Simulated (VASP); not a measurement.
**Bi: relaxation of cell and atoms with PBEsol**

Crystal: Bi.

```
CELL_PARAMETERS angstrom
3.49326 -3.12071 -0.14074
3.49326 3.12071 -0.14074
-1.38753 0.00000 2.96954
ATOMIC_POSITIONS crystal
Bi 0.24983 0.24983 0.11969
Bi 0.75017 0.75017 0.88031
```

```
Program                : VASP 6.6.1
Task                   : relaxation of cell and atoms
Functional             : PBEsol
Potentials or basis    : VASP PAW PBE potentials, release 64 (Bi_d)
Cutoff                 : 600 eV
k mesh                 : 10 × 10 × 14
Occupations            : gaussian, width 0.1 eV
Spin                   : no spin polarisation
Target pressure        : 2 GPa
Dipole correction      : no
Further INCAR settings : ALGO = Fast; EDIFF = 1e-06; IBRION = 2; EDIFFG = -0.008; NSW = 70; ISIF = 3
```

| Property | Result |
| --- | --- |
| Relaxed volume | 31.34 Å³/atom |
| Relaxed cell | a = 4.665 Å, b = 4.665 Å, c = 3.263 Å, α = 110.04°, β = 110.04°, γ = 83.51° |
| Space group after relaxing (to 0.1 Å) | I4_1/amd (No. 141) |
| Energy change on relaxing (the run minimises the enthalpy) | +4.0 meV/atom |
| Ionic steps | 4 |
| Pressure after relaxing | 2.0 GPa |
| Largest force after relaxing | 0.003 eV/Å |
| Band gap on the k mesh | zero (bands 15 and 16 overlap by 5.76 eV) |

Forces in eV/Å, atoms in the order of the input:
```
Bi   0.003  0.000 -0.001
Bi  -0.003  0.000  0.001
```

Step by step:
| step | energy change (eV) | largest force (eV/Å) | pressure (GPa) | volume (Å³) |
| --- | --- | --- | --- | --- |
| 1 | 0.0000 | 0.0016 | 1.08 | 63.53 |
| 2 | 0.0202 | 0.0045 | 2.88 | 61.87 |
| 3 | 0.0085 | 0.0035 | 2.04 | 62.64 |
| 4 | 0.0080 | 0.0033 | 1.97 | 62.68 |

Final structure:
```
Bi
1.0
     3.47767   -3.10689   -0.14010
     3.47767    3.10689   -0.14010
    -1.38132    0.00000    2.95644
Bi
2
Direct
  0.24983 0.24983 0.11968
  0.75017 0.75017 0.88032
```

Levels at points of the mesh, in eV from the Fermi level:
```
           k point  band 13  band 14  band 15  band 16  band 17  band 18
(0.00, 0.00, 0.00)    -3.29    -3.26     2.56     3.56     3.65     4.73
(0.50, 0.00, 0.00)    -1.02    -1.02    -0.96    -0.94     4.17     4.30
(0.50, 0.50, 0.00)    -5.47    -5.46     3.56     3.76     5.88     5.94
(0.00, 0.00, 0.50)    -4.53    -3.08    -2.28     0.86     1.62     2.14
(0.50, 0.00, 0.50)    -4.42    -3.07    -2.24     0.70     1.44     2.04
(0.50, 0.50, 0.50)    -4.52    -3.11    -2.35     0.65     1.57     2.22
```

It took 31 min on 1 thread of Oxide Virtual Turin-like Processor (shared host), peak memory 0.55 GiB.

Caveat: the cell is relaxed towards a set pressure, so the run minimises the enthalpy, not the energy; the PAW data sets were made with another functional, which shifts forces and pressure a little; spin-orbit coupling is left out, which moves the levels of the heavy elements.
